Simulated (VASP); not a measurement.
A run of VASP 6.6.1:

The input INCAR:

```
SYSTEM = H
PREC = Accurate
ENCUT = 500
EDIFF = 1E-6
ISMEAR = 0
SIGMA = 0.1
LREAL = .FALSE.
LASPH = .TRUE.
NELM = 200
ALGO = Normal
ISIF = 2
LWAVE = .FALSE.
LCHARG = .FALSE.
MAGMOM = 0 0 0
LORBIT = 11
LSORBIT = .TRUE.
GGA_COMPAT = .FALSE.
LORBMOM = .TRUE.
GGA = PE
NBANDS = 12
```

KPOINTS

```
Automatic mesh
0
G
  5 5 12
  0 0 0
```

The input POSCAR:

```
H
1.0
    2.6496387389      0.0000000000      0.0000000000
    0.0000000000      2.6496387389      0.0000000000
    0.0000000000      0.0000000000      0.9804929200
H
1
Direct
    0.0000000000      0.0000000000      0.5000000000
```

Potentials or basis: VASP PAW PBE potentials, release 64 (H).

Launch:

```console
$ cat potpaw_PBE.64/H/POTCAR > POTCAR
$ mpirun -np 1 vasp_ncl > vasp.out
```

Hardware: 1 thread of Intel Xeon 8259CL (shared host).

Problem. Estimate the wall time of this run.

Solution. Wall time 15 s on 1 thread of Intel Xeon 8259CL (shared host), peak memory 0.12 GiB. Counts: scf iterations 11, k points 42.
